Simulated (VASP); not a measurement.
Write the native input for VASP 6.6.1 that does the following.

```yaml
Task: single point
Functional: PBE
Potentials_or_basis: VASP PAW PBE potentials, release 64 (C)
Cutoff: 520 eV
k_mesh: 12 × 12 × 12
Occupations: gaussian, width 0.02 eV
Spin: no spin polarisation
Dipole_correction: no
Further_INCAR_settings: ALGO = Normal; EDIFF = 1e-06; NBANDS = 21
```

The structure of C lies in POSCAR:

```
C
1.0
   -2.5230164029      2.5230164029      1.4353986109
    2.5230164029     -2.5230164029      1.4353986109
    2.5230164029      2.5230164029     -1.4353986109
C
6
Direct
    0.5000000000      0.5000000000      0.0000000000
    0.2500000000      0.7500000000      0.5000000000
    0.8033141287      0.6250000000      0.6783141287
    0.9466858713      0.1250000000      0.3216858713
    0.3750000000      0.1966858713      0.3216858713
    0.8750000000      0.0533141287      0.6783141287
```

These files were run (other wordings do the same):

INCAR

```
ALGO = Normal
EDIFF = 1E-6
ENCUT = 520
GGA = PE
ISIF = 2
ISMEAR = 0
LASPH = T
LCHARG = T
LELF = T
LREAL = F
LVHAR = T
LWAVE = F
NBANDS = 21
NELM = 100
PREC = Accurate
SIGMA = 0.02
```

KPOINTS

```
k-points
0
Gamma
  12 12 12
```

Potentials or basis: VASP PAW PBE potentials, release 64 (C).

Command:

```console
$ cat potpaw_PBE.64/C/POTCAR > POTCAR
$ mpirun -np 1 vasp_std > vasp.out
```

It gave:

The pressure is 0.7 GPa, the largest force is 0.073 eV/Å and the band gap on the k mesh is 1.41 eV, indirect (least direct gap 2.73 eV).

Wall time 2.8 min on 1 thread of AMD EPYC 7R13 Processor (Zen 3), on a shared host, peak memory 0.19 GiB.
